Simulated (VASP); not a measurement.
Sb:

```
Sb
1.0
     0.00000    3.24481    3.24481
     3.24481    0.00000    3.24481
     3.24481    3.24481    0.00000
Sb
2
Direct
  0.50000 0.50000 0.50000
  0.75000 0.75000 0.75000
```

* Program: VASP 6.6.1
* Task: relaxation of cell and atoms
* Functional: PBE
* Potentials or basis: VASP PAW PBE potentials, release 64 (Sb)
* Cutoff: 600 eV
* k mesh: 4 × 4 × 4
* Occupations: gaussian, width 0.1 eV
* Spin: no spin polarisation

At the start: pressure 9.2 GPa; volume 34.16 Å³/atom.

Task: How do energy, volume and symmetry change on relaxing?

Result: Over 4 steps the energy falls by 180.5 meV/atom and the volume is 41.83 Å³/atom (+22.4 %); space group Fd-3m (No. 227, to 0.05 Å).

Step by step:
| step | energy change (eV) | largest force (eV/Å) | pressure (GPa) | volume (Å³) |
| --- | --- | --- | --- | --- |
| 1 | 0.0000 | 0.0000 | 9.22 | 68.33 |
| 2 | -0.3210 | 0.0000 | -2.00 | 89.67 |
| 3 | -0.3607 | 0.0000 | 0.21 | 83.09 |
| 4 | -0.3611 | 0.0000 | -0.01 | 83.66 |

Final structure:
```yaml
crystal:
  lattice:
    - [0.00000, 3.47129, 3.47129]
    - [3.47129, 0.00000, 3.47129]
    - [3.47129, 3.47129, 0.00000]
  atoms:
    - { symbol: Sb, position: [0.50000, 0.50000, 0.50000] }
    - { symbol: Sb, position: [0.75000, 0.75000, 0.75000] }
```

Caveat: the k points lie up to 0.39 Å⁻¹ apart in the final cell; the volume moved by over 15 % at a fixed basis, so the end points are rough.
